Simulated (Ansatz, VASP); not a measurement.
# Two plane-wave programs on Hf2O

```
Hf O
1.0
     5.59925    0.00000    0.00000
    -2.79963    4.84910    0.00000
     0.00000    0.00000    5.15561
Hf O
6 3
Direct
  0.66623 0.00000 0.75631
  0.66623 0.66623 0.24369
  0.00000 0.66623 0.75631
  0.33377 0.00000 0.24369
  0.33377 0.33377 0.75631
  0.00000 0.33377 0.24369
  0.00000 0.00000 0.00000
  0.33333 0.66667 0.50000
  0.66667 0.33333 0.50000
```

Alike in both runs: functional PBE; k mesh 6 × 6 × 6; occupations gaussian, width 0.1 eV; no spin polarisation.

Ansatz relaxed the structure, and its values are those at the end. VASP's run is a single point on that final structure, the one shown.

|  | VASP | Ansatz |
| --- | --- | --- |
| version | VASP 6.6.1 | Ansatz 0.2.0 |
| potentials or method | VASP PAW PBE potentials, release 64 (Hf_pv, O), cutoff 520 eV | scalar-relativistic, plane waves, PAW |
| valence electrons in the cell | 78 | 174 |

Ansatz gave:

* gap on the k mesh at the Fermi level (eV): none
* pressure (GPa): 0.0
* rms of the force components (eV/Å): 0.002

Task: Which values does VASP return?

Result: gap on the k mesh at the Fermi level (eV): none; pressure (GPa): -1.6; rms of the force components (eV/Å): 0.012.

A gap of «none» marks a metal or a gap that the smearing closes. The functional is the same, so the differences come from potentials, cutoffs and numerics. VASP's potentials hold 78 valence electrons a cell and Ansatz's 174, so a difference there can come from the potentials and not from the codes.

Neither program's run includes spin-orbit coupling.
